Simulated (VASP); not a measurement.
Runs of VASP 6.6.1 on CoSi2 (fluorite type). The structure is that of space group Fm-3m (No. 225), or close to it. The cells are those of the table. 

```csv
task,cell,gap on the mesh (eV),pressure (GPa)
single point,"a = 3.680 Å, angles 60.0°, 3 atoms",none,13.9
single point,"a = 3.756 Å, angles 60.0°, 3 atoms",none,0.1
single point,"a = 3.367 Å, angles 60.0°, 3 atoms",none,130.9
single point,"a = 3.487 Å, angles 60.0°, 3 atoms",none,71.1
relaxation of cell and atoms,"relaxed from a = 3.743 Å, angles 60.0°, 3 atoms",none,0.0
single point,"a = 3.203 Å, angles 60.0°, 3 atoms",none,(a)
single point,"a = 3.600 Å, angles 60.0°, 3 atoms",none,(b)
```

Alike in all rows: level PBEsol; potentials or basis VASP PAW PBE potentials, release 64 (Co, Si); no spin polarisation; k mesh 11 × 11 × 11; cutoff (eV) 600; smearing fermi-dirac 0.1 eV.

**Question.** Estimate the missing entries.

**Answer.** (a) 259.9; (b) 33.2.

Caveats: the PAW data sets were made with another functional, which shifts forces and pressure a little; the run has no spin polarisation, though such a crystal can be magnetic; the cell stands under pressure (at least some runs).

A gap of «none» marks levels without a gap at the run's occupations.
